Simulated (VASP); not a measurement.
Set up this calculation in VASP 6.6.1, as the native input.

| Item | Value |
| --- | --- |
| Task | electric field gradients |
| Functional | PBE |
| Potentials or basis | VASP PAW PBE potentials, release 64 (Si) |
| Cutoff | 520 eV |
| k mesh | 16 × 16 × 16 |
| Occupations | fermi-dirac, width 0.05 eV |
| Spin | no spin polarisation |
| Dipole correction | no |
| Further INCAR settings | ALGO = Normal; EDIFF = 1e-08; NBANDS = 11 |

The structure of Si lies in POSCAR:

```
Si
1.0
   -2.2879081992      2.4073347711      1.2959053549
    2.2879081992     -2.4073347711      1.2959053549
    2.2879081992      2.4073347711     -1.2959053549
Si
2
Direct
    0.8070000000      0.5570000000      0.2500000000
    0.1930000000      0.4430000000      0.7500000000
```

This cell differs from its parent crystal: volume scaled by 1.05.

One way to write it, as run:

INCAR

```
SYSTEM = Si
ALGO = Normal
EDIFF = 1E-8
ENCUT = 520
GGA = PE
ISIF = 2
ISMEAR = -1
LASPH = .TRUE.
LCHARG = .FALSE.
LEFG = .TRUE.
LREAL = .FALSE.
LWAVE = .FALSE.
NBANDS = 11
NELM = 100
PREC = Accurate
SIGMA = 0.05
```

KPOINTS

```
k-points
0
G
  16 16 16
  0 0 0
```

Potentials or basis: VASP PAW PBE potentials, release 64 (Si).

Run with:

```bash
$ cat potpaw_PBE.64/Si/POTCAR > POTCAR
$ mpirun -np 1 vasp_std > vasp.out
```

It gave:

The pressure is 8.0 GPa and the largest force is 0.041 eV/Å. The band gap on the k mesh is zero (band 4 reaches 12.91 eV, above the bottom of band 5 at 5.81 eV).

Caveat: without QUAD_EFG the Cq values of the log hold for a quadrupole moment of 1 mb, not for the nuclei.

It took 120 s on 1 thread of AMD EPYC 9R45 96-Core Processor (Zen 5), with other jobs on the host, peak memory 0.24 GiB.
